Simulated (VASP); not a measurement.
Set up this calculation in VASP 6.6.1, as the native input.

| Item | Value |
| --- | --- |
| Task | relaxation of cell and atoms |
| Functional | PBE |
| Potentials or basis | VASP PAW PBE potentials, release 64 (Ba_sv, Ir) |
| Cutoff | 600 eV |
| k mesh | 6 × 6 × 4 |
| Occupations | gaussian, width 0.1 eV |
| Spin | no spin polarisation |
| Dipole correction | no |
| Further INCAR settings | ALGO = Normal; EDIFF = 1e-06; IBRION = 2; EDIFFG = -0.04; NSW = 90; ISIF = 3 |

The structure of Ba2Ir lies in POSCAR:

```
Ba2Ir
1.0
    4.4644060427      0.0000000000      0.0000000000
   -2.2322030213      3.8662890458      0.0000000000
    0.0000000000      0.0000000000      4.8203719730
Ba Ir
2 1
Direct
    0.3333333333      0.6666666667      0.5000000000
    0.6666666667      0.3333333333      0.5000000000
    0.0000000000      0.0000000000      0.0000000000
```

One way to write it, as run:

INCAR

```
ALGO     = Normal         # electronic algorithm
EDIFF    = 1E-6           # SCF threshold, eV
EDIFFG   = -0.04          # ionic threshold
ENCUT    = 600            # plane-wave cutoff, eV
GGA      = PE             # functional
IBRION   = 2              # ionic algorithm
ISIF     = 3              # what is computed and relaxed
ISMEAR   = 0              # smearing method
LASPH    = True           # aspherical terms in the spheres
LCHARG   = False          # write CHGCAR
LREAL    = False          # projectors in reciprocal space
LWAVE    = False          # write WAVECAR
NELM     = 100            # most SCF steps
NSW      = 90             # ionic steps
PREC     = Accurate       # precision mode
SIGMA    = 0.1            # smearing width, eV
```

KPOINTS

```
k-points
0
Gamma
  6 6 4
```

Potentials or basis: VASP PAW PBE potentials, release 64 (Ba_sv, Ir).

Run with:

```bash
$ cat potpaw_PBE.64/Ba_sv/POTCAR potpaw_PBE.64/Ir/POTCAR > POTCAR
$ mpirun -np 1 vasp_std > vasp.out
```

It gave:

```json
{
  "Relaxed volume": "29.47 Å³/atom",
  "Relaxed cell": "a = 5.471 Å, b = 5.471 Å, c = 3.411 Å, α = 90.00°, β = 90.00°, γ = 120.00°",
  "Space group after relaxing (to 0.1 Å)": "P6/mmm (No. 191)",
  "Energy gained by relaxing": "1977.1 meV/atom",
  "Ionic steps": "14",
  "Pressure after relaxing": "0.0 GPa",
  "Band gap on the k mesh": "zero (an odd number of electrons rules out a gap without spin polarisation)"
}
```

Caveat: a cell axis changed by over 15 % at a fixed basis, so the end point is rough; spin-orbit coupling is left out, which moves the levels of the heavy elements.

Run time: 7.6 min on 1 thread of Oxide Virtual Turin-like Processor (shared host), peak memory 0.22 GiB.
